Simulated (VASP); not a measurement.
# MgF2 (P4_2/mnm) in VASP: settings compared

MgF2 is run at these levels: PBE0, r2SCAN; tasks: single point, relaxation of the atoms.

All numbers are computed with VASP 6.6.1; they aren't measurements. Logs are shortened: lines on timing, memory, paths and dates and some standing lists are left out, and cuts for length are marked.

**1. The cell of the first run**

The structure is tetragonal, space group P4_2/mnm (No. 136). The conventional cell has a = 4.626 Å, b = 4.626 Å, c = 3.049 Å, α = 90.00°, β = 90.00°, γ = 90.00°. Mg (site symmetry mmm) has 6 F at 1.98 to 2.00 Å within 2.6 Å. F (site symmetry m2m) has 3 Mg at 1.98 to 2.00 Å and 1 F at 2.58 Å within 2.6 Å.

**2. Single point, PBE0**

POSCAR reads:

```
MgF2
1.0
    4.6259220100      0.0000000000      0.0000000000
    0.0000000000      4.6259220100      0.0000000000
    0.0000000000      0.0000000000      3.0493542700
Mg F
2 4
Direct
    0.0000000000      0.0000000000      0.0000000000
    0.5000000000      0.5000000000      0.5000000000
    0.3029444600      0.3029444600      0.0000000000
    0.1970555400      0.8029444600      0.5000000000
    0.6970555400      0.6970555400      0.0000000000
    0.8029444600      0.1970555400      0.5000000000
```

INCAR.step1 reads:

```
PREC = Accurate
ENCUT = 520
EDIFF = 1E-5
ISMEAR = -1
SIGMA = 0.02
LREAL = F
LASPH = T
NELM = 120
ALGO = Normal
ISIF = 2
LWAVE = T
LCHARG = F
NBANDS = 25
GGA = PE
GGA_COMPAT = F
KPAR = 4
```

INCAR.step2 reads:

```
PREC = Accurate
ENCUT = 520
EDIFF = 1E-6
ISMEAR = -1
SIGMA = 0.02
LREAL = F
LASPH = T
NELM = 120
ALGO = Normal
ISIF = 2
LWAVE = F
LCHARG = F
GGA = PE
LHFCALC = T
AEXX = 0.25
PRECFOCK = Normal
NBANDS = 25
ISTART = 1
GGA_COMPAT = F
KPAR = 4
```

KPOINTS reads:

```
Automatic mesh
0
Gamma
  4 4 6
```

Potentials or basis: VASP PAW PBE potentials, release 64 (Mg, F).

Started as:

```bash
cat potpaw_PBE.64/Mg/POTCAR potpaw_PBE.64/F/POTCAR > POTCAR
cp INCAR.step1 INCAR
mpirun -np 4 vasp_std > vasp.out
cp INCAR.step2 INCAR
mpirun -np 4 vasp_std > vasp.out
```

OUTCAR:

```text
PREC = Accurate
   ENCUT = 520
   EDIFF = 1E-6
   ISMEAR = -1
   LREAL = F
   LASPH = T
   NELM = 120
   ISIF = 2
   GGA = PE
   LHFCALC = T
   AEXX = 0.25
   PRECFOCK = Normal
   ISTART = 1

 ion  position               nearest neighbor table
   1  0.000  0.000  0.000-   3 1.98   5 1.98   4 2.00   6 2.00   4 2.00   6 2.00   2 3.61   2 3.61
                             2 3.61   2 3.61   2 3.61   2 3.61   2 3.61   2 3.61
   2  0.500  0.500  0.500-   4 1.98   6 1.98   5 2.00   3 2.00   3 2.00   5 2.00   1 3.61   1 3.61
                             1 3.61   1 3.61   1 3.61   1 3.61   1 3.61   1 3.61
   3  0.303  0.303  0.000-   1 1.98   2 2.00   2 2.00
   4  0.197  0.803  0.500-   2 1.98   1 2.00   1 2.00
   5  0.697  0.697  0.000-   1 1.98   2 2.00   2 2.00
   6  0.803  0.197  0.500-   2 1.98   1 2.00   1 2.00

  LATTYP: Found a simple tetragonal cell.
 ALAT       =     4.6259220100
 C/A-ratio  =     0.6591884306

  Lattice vectors:

 A1 = (   4.6259220100,   0.0000000000,   0.0000000000)
 A2 = (   0.0000000000,   4.6259220100,   0.0000000000)
 A3 = (   0.0000000000,   0.0000000000,   3.0493542700)

Analysis of symmetry for initial positions (statically):
=====================================================================
 Subroutine PRICEL returns:
 Original cell was already a primitive cell.

 Routine SETGRP: Setting up the symmetry group for a
 simple tetragonal supercell.

 Subroutine GETGRP returns: Found 16 space group operations
 (whereof  8 operations were pure point group operations)
 out of a pool of 16 trial point group operations.

The static configuration has the point symmetry D_2h.
 The point group associated with its full space group is D_4h.

Analysis of symmetry for dynamics (positions and initial velocities):
=====================================================================
 Subroutine PRICEL returns:
 Original cell was already a primitive cell.

 Routine SETGRP: Setting up the symmetry group for a
 simple tetragonal supercell.

 Subroutine GETGRP returns: Found 16 space group operations
 (whereof  8 operations were pure point group operations)
 out of a pool of 16 trial point group operations.

The dynamic configuration has the point symmetry D_2h.
 The point group associated with its full space group is D_4h.

 Subroutine INISYM returns: Found 16 space group operations
 (whereof  8 operations are pure point group operations),
 and found     1 'primitive' translations

----------------------------------------------------------------------------------------

                                     Primitive cell

  volume of cell :      65.2536

  direct lattice vectors                    reciprocal lattice vectors
     4.625922010  0.000000000  0.000000000     0.216173121  0.000000000  0.000000000
     0.000000000  4.625922010  0.000000000     0.000000000  0.216173121  0.000000000
     0.000000000  0.000000000  3.049354270     0.000000000  0.000000000  0.327938282

  length of vectors
     4.625922010  4.625922010  3.049354270     0.216173121  0.216173121  0.327938282

  position of ions in fractional coordinates (direct lattice)
     0.000000000  0.000000000  0.000000000
     0.500000000  0.500000000  0.500000000
     0.302944460  0.302944460  0.000000000
     0.197055540  0.802944460  0.500000000
     0.697055540  0.697055540  0.000000000
     0.802944460  0.197055540  0.500000000

  ion indices of the primitive-cell ions
   primitive index   ion index
                 1           1
                 2           2
                 3           3
                 4           4
                 5           5
                 6           6

----------------------------------------------------------------------------------------

 KPOINTS: Automatic mesh

Automatic generation of k-mesh.
 Grid dimensions read from file:
 generate k-points for:    4    4    6

 Generating k-lattice:

  Cartesian coordinates                     Fractional coordinates (reciprocal lattice)
     0.054043280  0.000000000  0.000000000     0.250000000  0.000000000  0.000000000
     0.000000000  0.054043280  0.000000000     0.000000000  0.250000000  0.000000000
     0.000000000  0.000000000  0.054656380     0.000000000  0.000000000  0.166666667

  Length of vectors
     0.054043280  0.054043280  0.054656380

  Shift w.r.t. Gamma in fractional coordinates (k-lattice)
     0.000000000  0.000000000  0.000000000

 Subroutine IBZKPT returns following result:
 ===========================================

 Found     24 irreducible k-points:

 Following reciprocal coordinates:
            Coordinates               Weight
  0.000000  0.000000  0.000000      1.000000
  0.250000  0.000000  0.000000      4.000000
  0.500000  0.000000  0.000000      2.000000
  0.250000  0.250000  0.000000      4.000000
  0.500000  0.250000  0.000000      4.000000
  0.500000  0.500000  0.000000      1.000000
[... 16 lines left out ...]
  0.500000  0.250000  0.500000      4.000000
[... 87 lines left out ...]
      4     -24.7849      2.00000
      5      -7.5889      2.00000
      6      -6.0078      2.00000
[... 17 lines left out ...]
     24      18.6190      0.00000
     25      18.6190      0.00000

 k-point     2 :       0.2500    0.0000    0.0000
  band No.  band energies     occupation
      1     -25.6107      2.00000
      2     -25.0542      2.00000
      3     -24.8552      2.00000
      4     -24.7564      2.00000
      5      -7.3562      2.00000
      6      -6.1339      2.00000
[... 17 lines left out ...]
     24      18.0638      0.00000
     25      18.6182      0.00000

 k-point     3 :       0.5000    0.0000    0.0000
  band No.  band energies     occupation
      1     -25.3511      2.00000
      2     -25.3511      2.00000
      3     -24.7932      2.00000
      4     -24.7932      2.00000
      5      -6.8130      2.00000
      6      -6.8130      2.00000
[... 17 lines left out ...]
     24      17.5582      0.00000
     25      18.3811      0.00000

 k-point     4 :       0.2500    0.2500    0.0000
  band No.  band energies     occupation
      1     -25.5202      2.00000
      2     -25.0824      2.00000
      3     -24.9108      2.00000
      4     -24.7745      2.00000
      5      -7.1542      2.00000
      6      -6.2544      2.00000
[... 17 lines left out ...]
     24      18.3821      0.00000
     25      18.4089      0.00000

 k-point     5 :       0.5000    0.2500    0.0000
  band No.  band energies     occupation
      1     -25.2949      2.00000
      2     -25.2949      2.00000
      3     -24.8543      2.00000
      4     -24.8543      2.00000
      5      -6.7014      2.00000
      6      -6.7014      2.00000
[... 17 lines left out ...]
     24      17.7187      0.00000
     25      18.4674      0.00000

 k-point     6 :       0.5000    0.5000    0.0000
  band No.  band energies     occupation
      1     -25.2163      2.00000
      2     -25.2163      2.00000
      3     -24.9380      2.00000
      4     -24.9380      2.00000
      5      -6.5578      2.00000
      6      -6.5578      2.00000
[... 17 lines left out ...]
     24      17.7687      0.00000
     25      18.1127      0.00000
[... 393 lines left out ...]
 k-point    21 :       0.5000    0.0000    0.5000
  band No.  band energies     occupation
      1     -25.0401      2.00000
      2     -25.0401      2.00000
      3     -24.8486      2.00000
      4     -24.8486      2.00000
      5      -6.6487      2.00000
      6      -6.6487      2.00000
[... 17 lines left out ...]
     24      16.1716      0.00000
     25      17.1403      0.00000

 k-point    22 :       0.2500    0.2500    0.5000
  band No.  band energies     occupation
      1     -25.0643      2.00000
      2     -25.0428      2.00000
      3     -24.8454      2.00000
      4     -24.8226      2.00000
      5      -7.0004      2.00000
      6      -6.7040      2.00000
[... 17 lines left out ...]
     24      16.3009      0.00000
     25      16.8084      0.00000

 k-point    23 :       0.5000    0.2500    0.5000
  band No.  band energies     occupation
      1     -25.0391      2.00000
      2     -25.0391      2.00000
      3     -24.8467      2.00000
      4     -24.8467      2.00000
      5      -7.0559      2.00000
      6      -7.0559      2.00000
[... 17 lines left out ...]
     24      15.5890      0.00000
     25      17.3272      0.00000

 k-point    24 :       0.5000    0.5000    0.5000
  band No.  band energies     occupation
      1     -25.0382      2.00000
      2     -25.0382      2.00000
      3     -24.8452      2.00000
      4     -24.8452      2.00000
      5      -7.2639      2.00000
      6      -7.2639      2.00000
[... 17 lines left out ...]
     24      15.1426      0.00000
     25      17.9317      0.00000

------------------------ aborting loop because EDIFF is reached ----------------------------------------

  FORCE on cell =-STRESS in cart. coord.  units (eV):
  Direction    XX          YY          ZZ          XY          YZ          ZX
  --------------------------------------------------------------------------------------
  -------------------------------------------------------------------------------------
  Total        0.1397659      0.1397659      0.0902415      0.0000000      0.0000000      0.0000000
  in kB        3.4316853      3.4316853      2.2157075      0.0000000      0.0000000      0.0000000
  external PRESSURE =       3.0263593 kB  Pullay stress =       0.0000000 kB

 VOLUME and BASIS-vectors are now :
 -----------------------------------------------------------------------------
  energy-cutoff  :      520.00
  volume of cell :       65.25
      direct lattice vectors                 reciprocal lattice vectors
     4.625922010  0.000000000  0.000000000     0.216173121  0.000000000  0.000000000
     0.000000000  4.625922010  0.000000000     0.000000000  0.216173121  0.000000000
     0.000000000  0.000000000  3.049354270     0.000000000  0.000000000  0.327938282

 POSITION                                       TOTAL-FORCE (eV/Angst)
 -----------------------------------------------------------------------------------
      0.00000      0.00000      0.00000         0.000000      0.000000      0.000000
      2.31296      2.31296      1.52468         0.000000      0.000000      0.000000
      1.40140      1.40140      0.00000         0.015402      0.015402      0.000000
      0.91156      3.71436      1.52468        -0.015402      0.015402      0.000000
      3.22452      3.22452      0.00000        -0.015402     -0.015402     -0.000000
      3.71436      0.91156      1.52468         0.015402     -0.015402     -0.000000
 -----------------------------------------------------------------------------------
    total drift:                                0.000000      0.000000     -0.000000

  FREE ENERGIE OF THE ION-ELECTRON SYSTEM (eV)
  ---------------------------------------------------
  free  energy   TOTEN  =       -39.7398045008 eV

  energy  without entropy=      -39.7398045008  energy(sigma->0) =      -39.73980450
```

Run time: 30 min. Hardware: 4 MPI ranks of Intel Xeon Platinum 8375C at 2.90GHz (Ice Lake), shared host; peak memory 0.22 GiB.

Results:

- Free energy: -39.7398 eV
- Pressure: 0.3 GPa
- Largest force: 0.022 eV/Å
- Band gap on the k mesh: 10.16 eV

Forces on the atoms (eV/Å):
```
Mg   0.000  0.000  0.000
Mg   0.000  0.000  0.000
F    0.015  0.015  0.000
F   -0.015  0.015  0.000
F   -0.015 -0.015  0.000
F    0.015 -0.015  0.000
```

Caveat: the PAW data sets were made with another functional, which shifts forces and pressure a little.

**3. Relaxation of the atoms, r2SCAN**

This run uses another cell than the first one, of 11.09 Å³/atom.

Edit POSCAR of step 2 so:

```diff
@@ -2,5 +2,5 @@
 1.0
-    4.6259220100      0.0000000000      0.0000000000
-    0.0000000000      4.6259220100      0.0000000000
-    0.0000000000      0.0000000000      3.0493542700
+    4.6565581500      0.0000000000      0.0000000000
+    0.0000000000      4.6565581500      0.0000000000
+    0.0000000000      0.0000000000      3.0695492600
 Mg F
```

INCAR.step1 reads:

```
SYSTEM = MgF2
ALGO     = Normal         ! electronic algorithm
EDIFF    = 1E-5           ! SCF threshold, eV
EDIFFG   = -0.01          ! ionic threshold
ENCUT    = 580            ! plane-wave cutoff, eV
GGA      = PE             ! functional
GGA_COMPAT= .FALSE.      
IBRION   = 2              ! ionic algorithm
ISMEAR   = -1             ! smearing method
KPAR     = 4            
LASPH    = .TRUE.         ! aspherical terms in the spheres
LCHARG   = .FALSE.        ! write CHGCAR
LREAL    = .FALSE.        ! projectors in reciprocal space
LWAVE    = .TRUE.         ! write WAVECAR
NELM     = 120            ! most SCF steps
NELMIN   = 4            
NSW      = 100            ! ionic steps
PREC     = Accurate       ! precision mode
SIGMA    = 0.02           ! smearing width, eV
```

INCAR.step2 reads:

```
SYSTEM = MgF2
ALGO     = Normal         ! electronic algorithm
EDIFF    = 1E-7           ! SCF threshold, eV
EDIFFG   = -0.01          ! ionic threshold
ENCUT    = 580            ! plane-wave cutoff, eV
GGA_COMPAT= .FALSE.      
IBRION   = 2              ! ionic algorithm
ISIF     = 2              ! what is computed and relaxed
ISMEAR   = -1             ! smearing method
ISTART   = 1            
KPAR     = 4            
LASPH    = .TRUE.         ! aspherical terms in the spheres
LCHARG   = .FALSE.        ! write CHGCAR
LMIXTAU  = .TRUE.       
LREAL    = .FALSE.        ! projectors in reciprocal space
LWAVE    = .FALSE.        ! write WAVECAR
METAGGA  = R2SCAN         ! meta-GGA
NELM     = 120            ! most SCF steps
NELMIN   = 4            
NSW      = 50             ! ionic steps
PREC     = Accurate       ! precision mode
SIGMA    = 0.02           ! smearing width, eV
```

KPOINTS reads:

```
k-points
0
G
  6 6 10
  0 0 0
```

Potentials or basis: VASP PAW PBE potentials, release 64 (Mg, F).

Started as:

```bash
cat potpaw_PBE.64/Mg/POTCAR potpaw_PBE.64/F/POTCAR > POTCAR
cp INCAR.step1 INCAR
mpirun -np 4 vasp_std > vasp.out
cp INCAR.step2 INCAR
mpirun -np 4 vasp_std > vasp.out
```

It took 5 min on 4 MPI ranks of Intel Xeon Platinum 8375C at 2.90GHz (Ice Lake), shared host; peak memory 0.24 GiB.

It converged, with:

```yaml
Free_energy: -43.8279 eV
Energy_gained_by_relaxing: 0.1 meV/atom
Ionic_steps: 3
Pressure_after_relaxing: -3.5 GPa
Band_gap_on_the_k_mesh: 7.87 eV
```

Stress tensor (GPa, compression positive):
```
-3.40  0.00  0.00
 0.00 -3.40  0.00
 0.00  0.00 -3.82
```

Step by step:
```
step  energy change (eV)  largest force (eV/Å)  pressure (GPa)
   1              0.0000                0.0419           -3.59
   2             -0.0003                0.0200           -3.56
   3             -0.0003                0.0013           -3.54
```

Final structure:
```xyz
6
Lattice="4.6566 0.0000 0.0000 0.0000 4.6566 0.0000 0.0000 0.0000 3.0695" Properties=species:S:1:pos:R:3 pbc="T T T"
Mg    0.0000    0.0000    0.0000
Mg    2.3283    2.3283    1.5348
F     1.4133    1.4133    0.0000
F     0.9150    3.7416    1.5348
F     3.2432    3.2432    0.0000
F     3.7416    0.9150    1.5348
```

Levels at points of the mesh, in eV from the valence-band top:
```csv
k point,band 14,band 15,band 16,band 17,band 18,band 19
"(0.00, 0.00, 0.00)",-0.31,-0.31,0.00,7.87,13.11,13.11
"(0.50, 0.00, 0.00)",-0.96,-0.37,-0.37,10.29,10.29,14.38
"(0.50, 0.50, 0.00)",-0.92,-0.76,-0.76,12.06,12.06,12.09
"(0.00, 0.00, 0.50)",-1.11,-0.84,-0.84,12.68,12.68,15.90
"(0.50, 0.00, 0.50)",-0.72,-0.65,-0.65,13.60,13.60,14.35
"(0.50, 0.50, 0.50)",-0.60,-0.48,-0.48,14.14,14.14,14.31
```

Caveat: the PAW data sets were made with another functional, which shifts forces and pressure a little.

**4. Relaxation of the atoms, r2SCAN**

This run uses another cell than the first one, of 11.31 Å³/atom.

Edit POSCAR of step 3 so:

```diff
@@ -2,5 +2,5 @@
 1.0
-    4.6565581500      0.0000000000      0.0000000000
-    0.0000000000      4.6565581500      0.0000000000
-    0.0000000000      0.0000000000      3.0695492600
+    4.6867963900      0.0000000000      0.0000000000
+    0.0000000000      4.6867963900      0.0000000000
+    0.0000000000      0.0000000000      3.0894819600
 Mg F
```

INCAR.step1 reads:

```
SYSTEM = MgF2
  ALGO = Normal
  EDIFF = 1E-5
  EDIFFG = -0.01
  ENCUT = 580
  GGA = PE
  GGA_COMPAT = .FALSE.
  IBRION = 2
  ISMEAR = -1
  KPAR = 4
  LASPH = .TRUE.
  LCHARG = .FALSE.
  LREAL = .FALSE.
  LWAVE = .TRUE.
  NELM = 120
  NELMIN = 4
  NSW = 100
  PREC = Accurate
  SIGMA = 0.02
```

INCAR.step2 reads:

```
SYSTEM = MgF2
  ALGO = Normal
  EDIFF = 1E-7
  EDIFFG = -0.01
  ENCUT = 580
  GGA_COMPAT = .FALSE.
  IBRION = 2
  ISIF = 2
  ISMEAR = -1
  ISTART = 1
  KPAR = 4
  LASPH = .TRUE.
  LCHARG = .FALSE.
  LMIXTAU = .TRUE.
  LREAL = .FALSE.
  LWAVE = .FALSE.
  METAGGA = R2SCAN
  NELM = 120
  NELMIN = 4
  NSW = 50
  PREC = Accurate
  SIGMA = 0.02
```

KPOINTS is that of step 3.

Started as:

```bash
cat potpaw_PBE.64/Mg/POTCAR potpaw_PBE.64/F/POTCAR > POTCAR
cp INCAR.step1 INCAR
mpirun -np 4 vasp_std > vasp.out
cp INCAR.step2 INCAR
mpirun -np 4 vasp_std > vasp.out
```

Run time: 2.4 min. Hardware: 4 MPI ranks of AMD EPYC 9R45 (Zen 5), shared host; peak memory 0.23 GiB.

It converged, with:

```
Free energy                  : -43.7959 eV
Energy gained by relaxing    : 0.2 meV/atom
Ionic steps                  : 3
Pressure after relaxing      : -5.3 GPa
Largest force after relaxing : 0.005 eV/Å
Band gap on the k mesh       : 7.74 eV
```

Forces on the atoms (eV/Å):
```
Mg   0.000  0.000  0.000
Mg   0.000  0.000  0.000
F    0.004  0.004  0.000
F   -0.004  0.004  0.000
F   -0.004 -0.004  0.000
F    0.004 -0.004  0.000
```

Stress tensor (GPa, compression positive):
```
-5.06  0.00  0.00
 0.00 -5.06  0.00
 0.00  0.00 -5.74
```

Step by step:
```tsv
step	energy change (eV)	largest force (eV/Å)	pressure (GPa)
1	0.0000	0.0684	-5.36
2	-0.0007	0.0360	-5.33
3	-0.0010	0.0053	-5.28
```

Final structure:
```
Mg F
1.0
     4.68680    0.00000    0.00000
     0.00000    4.68680    0.00000
     0.00000    0.00000    3.08948
Mg F
2 4
Cartesian
  0.0000 0.0000 0.0000
  2.3434 2.3434 1.5447
  1.4243 1.4243 0.0000
  0.9191 3.7677 1.5447
  3.2624 3.2624 0.0000
  3.7677 0.9191 1.5447
```

Levels at points of the mesh, in eV from the valence-band top:
| k point | band 14 | band 15 | band 16 | band 17 | band 18 | band 19 |
| --- | --- | --- | --- | --- | --- | --- |
| (0.00, 0.00, 0.00) | -0.31 | -0.31 | 0.00 | 7.74 | 12.98 | 12.98 |
| (0.50, 0.00, 0.00) | -0.95 | -0.36 | -0.36 | 10.13 | 10.13 | 14.23 |
| (0.50, 0.50, 0.00) | -0.89 | -0.73 | -0.73 | 11.88 | 11.88 | 11.91 |
| (0.00, 0.00, 0.50) | -1.07 | -0.82 | -0.82 | 12.51 | 12.51 | 15.75 |
| (0.50, 0.00, 0.50) | -0.70 | -0.63 | -0.63 | 13.45 | 13.45 | 14.15 |
| (0.50, 0.50, 0.50) | -0.58 | -0.47 | -0.47 | 14.02 | 14.02 | 14.11 |

Caveat: the PAW data sets were made with another functional, which shifts forces and pressure a little. A k mesh can miss the band edges.

**5. Summary**

```csv
task,level,cell,k mesh,cutoff (eV),grid for exact exchange (PRECFOCK),share of exact exchange,gap on the mesh (eV),pressure (GPa),largest force (eV/Å)
single point,PBE0,"a = 4.626, b = 4.626, c = 3.049 Å, 6 atoms",4 × 4 × 6,520,Normal,0.25,10.16,0.3,0.02
relaxation of the atoms,r2SCAN,"atoms relaxed from a = 4.657, b = 4.657, c = 3.070 Å, 6 atoms",6 × 6 × 10,580,-,-,7.87,-3.5,-
relaxation of the atoms,r2SCAN,"atoms relaxed from a = 4.687, b = 4.687, c = 3.089 Å, 6 atoms",6 × 6 × 10,580,-,-,7.74,-5.3,0.01
```

Alike in all rows: potentials or basis VASP PAW PBE potentials, release 64 (Mg, F); no spin polarisation; smearing fermi-dirac 0.02 eV.

Caveats: the PAW data sets were made with another functional, which shifts forces and pressure a little.

Total energies depend on the potentials used, so only differences within one code and one set of settings carry meaning.
